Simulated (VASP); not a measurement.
# Os (Fd-3m) in VASP: further runs

Os is run at these levels: b88 exchange, pbe correlation; tasks: single point, relaxation of cell and atoms.

All numbers are computed with VASP 6.6.1; they aren't measurements. Logs are shortened: lines on timing, memory, paths and dates and some standing lists are left out, and cuts for length are marked.

### Step 1. The cell of the first run

Symmetry: Fd-3m, No. 227, cubic system. Conventional cell: a = 5.553 Å, b = 5.553 Å, c = 5.553 Å, α = 90.00°, β = 90.00°, γ = 90.00°. Within 3.2 Å of Os (site symmetry -43m) lie 4 Os at 2.40 Å.

This isn't the form of Os at room conditions, which is hcp.

### Step 2. Single point, b88 exchange, pbe correlation

Contents of INCAR:

```
ALGO = Normal ; EDIFF = 1E-6
ENCUT = 600 ; GGA = LIBXC
GGA_COMPAT = False ; ISIF = 2
ISMEAR = -1 ; LASPH = True
LCHARG = False ; LIBXC1 = GGA_X_B88
LIBXC2 = GGA_C_PBE ; LREAL = False
LWAVE = False ; NBANDS = 15
NELM = 120 ; PREC = Accurate
SIGMA = 0.1
```

Contents of KPOINTS:

```
k-points
0
Gamma
  8 8 8
```

Contents of POSCAR:

```
Os
1.0
    0.0000000000      2.7766788399      2.7766788399
    2.7766788399      0.0000000000      2.7766788399
    2.7766788399      2.7766788399      0.0000000000
Os
2
Direct
    1.0000000000      1.0000000000      1.0000000000
    0.2500000000      0.2500000000      0.2500000000
```

Potentials or basis: VASP PAW PBE potentials, release 64 (Os).

Started as:

```bash
> cat potpaw_PBE.64/Os/POTCAR > POTCAR
> mpirun -np 1 vasp_std > vasp.out
```

OUTCAR:

```text
EDIFF = 1E-6
   ENCUT = 600
   GGA = LIBXC
   ISIF = 2
   ISMEAR = -1
   LASPH = True
   LREAL = False
   NELM = 120
   PREC = Accurate

 ion  position               nearest neighbor table
   1  0.000  0.000  0.000-   2 2.40   2 2.40   2 2.40   2 2.40
   2  0.250  0.250  0.250-   1 2.40   1 2.40   1 2.40   1 2.40

  LATTYP: Found a face centered cubic cell.
 ALAT       =     5.5533576798

  Lattice vectors:

 A1 = (   0.0000000000,   2.7766788399,   2.7766788399)
 A2 = (   2.7766788399,   0.0000000000,   2.7766788399)
 A3 = (   2.7766788399,   2.7766788399,   0.0000000000)

Analysis of symmetry for initial positions (statically):
=====================================================================
 Subroutine PRICEL returns:
 Original cell was already a primitive cell.

 Routine SETGRP: Setting up the symmetry group for a
 face centered cubic supercell.

 Subroutine GETGRP returns: Found 48 space group operations
 (whereof 24 operations were pure point group operations)
 out of a pool of 48 trial point group operations.

The static configuration has the point symmetry T_d .
 The point group associated with its full space group is O_h .

Analysis of symmetry for dynamics (positions and initial velocities):
=====================================================================
 Subroutine PRICEL returns:
 Original cell was already a primitive cell.

 Routine SETGRP: Setting up the symmetry group for a
 face centered cubic supercell.

 Subroutine GETGRP returns: Found 48 space group operations
 (whereof 24 operations were pure point group operations)
 out of a pool of 48 trial point group operations.

The dynamic configuration has the point symmetry T_d .
 The point group associated with its full space group is O_h .

 Subroutine INISYM returns: Found 48 space group operations
 (whereof 24 operations are pure point group operations),
 and found     1 'primitive' translations

----------------------------------------------------------------------------------------

                                     Primitive cell

  volume of cell :      42.8161

  direct lattice vectors                    reciprocal lattice vectors
     0.000000000  2.776678840  2.776678840    -0.180071239  0.180071239  0.180071239
     2.776678840  0.000000000  2.776678840     0.180071239 -0.180071239  0.180071239
     2.776678840  2.776678840  0.000000000     0.180071239  0.180071239 -0.180071239

  length of vectors
     3.926816874  3.926816874  3.926816874     0.311892536  0.311892536  0.311892536

  position of ions in fractional coordinates (direct lattice)
     0.000000000  0.000000000  0.000000000
     0.250000000  0.250000000  0.250000000

  ion indices of the primitive-cell ions
   primitive index   ion index
                 1           1
                 2           2

----------------------------------------------------------------------------------------

 KPOINTS: k-points

Automatic generation of k-mesh.
 Grid dimensions read from file:
 generate k-points for:    8    8    8

 Generating k-lattice:

  Cartesian coordinates                     Fractional coordinates (reciprocal lattice)
    -0.022508905  0.022508905  0.022508905     0.125000000  0.000000000  0.000000000
     0.022508905 -0.022508905  0.022508905     0.000000000  0.125000000  0.000000000
     0.022508905  0.022508905 -0.022508905     0.000000000  0.000000000  0.125000000

  Length of vectors
     0.038986567  0.038986567  0.038986567

  Shift w.r.t. Gamma in fractional coordinates (k-lattice)
     0.000000000  0.000000000  0.000000000

 Subroutine IBZKPT returns following result:
 ===========================================

 Found     29 irreducible k-points:

 Following reciprocal coordinates:
            Coordinates               Weight
  0.000000  0.000000  0.000000      1.000000
  0.125000  0.000000  0.000000      8.000000
  0.250000  0.000000  0.000000      8.000000
  0.375000  0.000000  0.000000      8.000000
  0.500000  0.000000  0.000000      4.000000
  0.125000  0.125000  0.000000      6.000000
[... 16 lines left out ...]
  0.500000  0.250000  0.125000     48.000000
 -0.375000  0.250000  0.125000     24.000000
 [... further k-points ...]
   k-points           NKPTS =     29   k-points in BZ     NKDIM =     29   number of bands    NBANDS=     15
   number of dos      NEDOS =    301   number of ions     NIONS =      2
   total plane-waves  NPLWV =  32768
   dimension x,y,z NGX =    32 NGY =   32 NGZ =   32
   dimension x,y,z NGXF=    64 NGYF=   64 NGZF=   64
   ions per type =               2
   NGX,Y,Z   is equivalent  to a cutoff of  13.55, 13.55, 13.55 a.u.
   NGXF,Y,Z  is equivalent  to a cutoff of  27.10, 27.10, 27.10 a.u.
 SYSTEM =  unknown system
   PREC   = accura    normal or accurate (medium, high low for compatibility)
   ISTART =      0    job   : 0-new  1-cont  2-samecut
   ICHARG =      2    charge: 1-file 2-atom 10-const
   ISPIN  =      1    spin polarized calculation?
   LNONCOLLINEAR =      F non collinear calculations
   LSORBIT =      F    spin-orbit coupling
   LASPH  =      T    aspherical Exc in radial PAW
   ENCUT  =  600.0 eV  44.10 Ry    6.64 a.u.   7.84  7.84  7.84*2*pi/ulx,y,z
   NELM   =    120;   NELMIN=  2; NELMDL= -5     # of ELM steps
   EDIFF  = 0.1E-05   stopping-criterion for ELM
   LREAL  =      F    real-space projection
   EDIFFG = 0.1E-04   stopping-criterion for IOM
   NSW    =      0    number of steps for IOM
   IBRION =     -1    ionic relax: 0-MD 1-quasi-New 2-CG
   NFREE  =      0    steps in history (QN), initial steepest desc. (CG)
   ISIF   =      2    stress and relaxation
   ISYM   =      2    0-nonsym 1-usesym 2-fastsym
   POTIM  = 0.5000    time-step for ionic-motion
   TEBEG  =    0.0;   TEEND  =   0.0 temperature during run
   PSTRESS=    0.0 pullay stress
   NELECT =      16.0000    total number of electrons
   NUPDOWN=      -1.0000    fix difference up-down
   EMIN   =  10.00;   EMAX   =-10.00  energy-range for DOS
   EFERMI =   0.00;   METHOD = LEGACY
   ISMEAR =    -1;   SIGMA  =   0.10  broadening in eV -4-tet -1-fermi 0-gaus
   EFERMI_NEDOS =   21; number of points for ismear=-14 and -15
   IALGO  =     38    algorithm
   IMIX   =      4    mixing-type and parameters
     AMIX     =   0.40;   BMIX     =  1.00
     AMIX_MAG =   1.60;   BMIX_MAG =  1.00
  volume/ion in A,a.u.               =      21.41       144.47
  Fermi-wavevector in a.u.,A,eV,Ry     =   1.179177  2.228322 18.918350  1.390460
  Thomas-Fermi vector in A             =   2.315493
   LORBIT       =      0    0 simple, 1 ext, 2 COOP (PROOUT), +10 PAW based schemes
   GGA     = LIBXC    functional components
   LHFCALC =     F    Hartree Fock is set to
   AEXX    =    0.0000 exact exchange contribution
   IVDW    =     0    specifies the selected vdW correction
   LEPSILON=     F    determine dielectric tensor
   LRPA    =     F    only Hartree local field effects (RPA)
 non-spin polarized calculation
  energy-cutoff  :      600.00
  volume of cell :       42.82
 maximum number of plane-waves:      1459
   NGX = 15   NGY = 15   NGZ = 15

 number of electron      15.9999999 magnetization

 Free energy of the ion-electron system (eV)
  ---------------------------------------------------
  ext. energy  EPLUGINS =         0.00000000
  ---------------------------------------------------
  free energy    TOTEN  =       -19.81612759 eV

  energy without entropy =      -19.76465652  energy(sigma->0) =      -19.79039206

 E-fermi :   4.3377     XC(G=0): -11.2543

 val. band max:        4.1749074172   @ k =   0.2500   0.1250   0.0000
 cond. band min:       4.3451249370   @ k =   0.3750   0.0000   0.0000
 fundamental gap:      0.1702175198
 Fermi energy:         4.3376687211

 k-point     1 :       0.0000    0.0000    0.0000
  band No.  band energies     occupation
      1      -3.2112      2.00000
      2       0.1802      2.00000
      3       0.1802      2.00000
      4       0.7895      2.00000
      5       0.7895      2.00000
      6       0.7895      2.00000
      7       3.7870      1.99191
      8       3.7870      1.99191
      9       3.7870      1.99191
     10       6.8586      0.00000
     11       6.8586      0.00000
     12      15.6166      0.00000
     13      15.6883      0.00000
     14      17.1786      0.00000
     15      17.1786      0.00000

 k-point     2 :       0.1250    0.0000    0.0000
  band No.  band energies     occupation
      1      -2.9290      2.00000
      2       0.0448      2.00000
      3       0.0448      2.00000
      4       0.7528      2.00000
      5       1.0310      2.00000
      6       1.0310      2.00000
      7       3.4889      1.99959
      8       3.7541      1.99417
      9       3.7541      1.99417
     10       6.8309      0.00000
     11       6.8309      0.00000
     12      14.4808      0.00000
     13      15.3912      0.00000
     14      16.9084      0.00000
     15      16.9309      0.00000

 k-point     3 :       0.2500    0.0000    0.0000
  band No.  band energies     occupation
      1      -2.1679      2.00000
      2      -0.0153      2.00000
      3      -0.0153      2.00000
      4       0.6703      2.00000
      5       1.2264      2.00000
      6       1.2264      2.00000
      7       2.8997      2.00000
      8       3.8666      1.98216
      9       3.8666      1.98216
     10       6.7015      0.00000
     11       6.7015      0.00000
     12      11.4007      0.00000
     13      14.6132      0.00000
     14      15.5743      0.00000
     15      15.5743      0.00000

 k-point     4 :       0.3750    0.0000    0.0000
  band No.  band energies     occupation
      1      -1.2467      2.00000
      2       0.1623      2.00000
      3       0.1623      2.00000
      4       0.5190      2.00000
      5       0.9941      2.00000
      6       0.9941      2.00000
      7       2.6645      2.00000
      8       4.3451      0.96274
      9       4.3451      0.96274
     10       6.4066      0.00000
     11       6.4066      0.00000
     12       8.5270      0.00000
     13      14.3404      0.00000
     14      14.4709      0.00000
     15      14.4709      0.00000
[... 307 lines left out ...]
 k-point    22 :       0.3750    0.2500    0.1250
  band No.  band energies     occupation
      1      -1.4943      2.00000
      2      -0.5282      2.00000
      3       0.4209      2.00000
      4       0.6605      2.00000
      5       0.9085      2.00000
      6       1.9505      2.00000
      7       2.1711      2.00000
      8       4.0076      1.92891
      9       4.6818      0.06208
     10       5.6300      0.00000
     11       7.1577      0.00000
     12      11.0539      0.00000
     13      11.6677      0.00000
     14      13.5895      0.00000
     15      15.4658      0.00000

 k-point    23 :       0.5000    0.2500    0.1250
  band No.  band energies     occupation
      1      -0.6919      2.00000
      2      -0.4408      2.00000
      3       0.0562      2.00000
      4       0.7337      2.00000
      5       0.9612      2.00000
      6       1.8101      2.00000
      7       2.6436      2.00000
      8       4.0688      1.87266
      9       4.8715      0.00956
     10       5.6059      0.00001
     11       7.0178      0.00000
     12       8.5339      0.00000
     13      10.8197      0.00000
     14      12.3065      0.00000
     15      15.6752      0.00000

 k-point    24 :      -0.3750    0.2500    0.1250
  band No.  band energies     occupation
      1      -0.4246      2.00000
      2      -0.3498      2.00000
      3       0.0286      2.00000
      4       0.5646      2.00000
      5       1.2982      2.00000
      6       1.4853      2.00000
      7       3.3039      1.99994
      8       3.7813      1.99236
      9       4.8549      0.01128
     10       6.2681      0.00000
     11       6.6233      0.00000
     12       7.1964      0.00000
     13      10.7064      0.00000
     14      11.6253      0.00000
     15      15.7072      0.00000

 [... further k-points ...]

------------------------ aborting loop because EDIFF is reached ----------------------------------------

  FORCE on cell =-STRESS in cart. coord.  units (eV):
  Direction    XX          YY          ZZ          XY          YZ          ZX
  --------------------------------------------------------------------------------------
  -------------------------------------------------------------------------------------
  Total       -0.2832282     -0.2832282     -0.2832282      0.0000000      0.0000000      0.0000000
  in kB      -10.5983969    -10.5983969    -10.5983969      0.0000000      0.0000000      0.0000000
  external PRESSURE =     -10.5983969 kB  Pullay stress =       0.0000000 kB

 VOLUME and BASIS-vectors are now :
 -----------------------------------------------------------------------------
  energy-cutoff  :      600.00
  volume of cell :       42.82
      direct lattice vectors                 reciprocal lattice vectors
     0.000000000  2.776678840  2.776678840    -0.180071239  0.180071239  0.180071239
     2.776678840  0.000000000  2.776678840     0.180071239 -0.180071239  0.180071239
     2.776678840  2.776678840  0.000000000     0.180071239  0.180071239 -0.180071239

 POSITION                                       TOTAL-FORCE (eV/Angst)
 -----------------------------------------------------------------------------------
      0.00000      0.00000      0.00000         0.000000      0.000000      0.000000
      1.38834      1.38834      1.38834        -0.000000     -0.000000     -0.000000
 -----------------------------------------------------------------------------------
    total drift:                               -0.000000      0.000000      0.000000

  FREE ENERGIE OF THE ION-ELECTRON SYSTEM (eV)
  ---------------------------------------------------
  free  energy   TOTEN  =       -19.8161275943 eV

  energy  without entropy=      -19.7646565187  energy(sigma->0) =      -19.79039206
```

Run time: 11 s. Hardware: 1 thread of AMD EPYC 9R45 (Zen 5), shared host; peak memory 0.15 GiB.

What came out:

```yaml
Free_energy: -19.8161 eV
Pressure: -1.1 GPa
Band_gap_on_the_k_mesh: zero (bands 8 and 9 overlap by 0.99 eV)
```

Caveat: the PAW data sets were made with another functional, which shifts forces and pressure a little; spin-orbit coupling is left out, which moves the levels of the heavy elements.

(Continued in part 2 of 2.)
